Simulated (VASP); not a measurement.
Cu: single point with PBE

Cu:

```xyz
2
Lattice="2.6664 0.0000 0.0000 -1.3332 2.3092 0.0000 0.0000 0.0000 4.3541" Properties=species:S:1:pos:R:3 pbc="T T T"
Cu    0.0000    1.5395    1.0885
Cu    1.3332    0.7697    3.2656
```

This isn't the form of Cu at room conditions, which is fcc.

```
Program                : VASP 6.6.1
Task                   : single point
Functional             : PBE
Potentials or basis    : VASP PAW PBE potentials, release 64 (Cu)
Cutoff                 : 520 eV
k mesh                 : 21 × 21 × 12
Occupations            : gaussian, width 0.15 eV
Spin                   : no spin polarisation
Dipole correction      : no
Further INCAR settings : ALGO = Fast; EDIFF = 1e-07; NBANDS = 18
```

```yaml
Pressure: -11.3 GPa
Band_gap_on_the_k_mesh: zero (bands 11 and 12 overlap by 5.56 eV)
```

Stress tensor (GPa, compression positive):
```
-11.61   0.00   0.00
  0.00 -11.61   0.00
  0.00   0.00 -10.69
```

Levels at points of the mesh, in eV from the Fermi level:
```csv
k point,band 9,band 10,band 11,band 12,band 13,band 14
"(0.00, 0.00, 0.00)",-2.23,-1.62,-1.62,-0.66,3.15,19.86
"(0.00, 0.00, 0.50)",-1.80,-1.80,-1.80,-1.80,11.41,11.41
```

Run time: 2.1 min on 1 thread of AMD EPYC 7R43 64-Core Processor (Zen 3), with other jobs on the host, peak memory 0.21 GiB.

Caveat: the cell stands under tension.
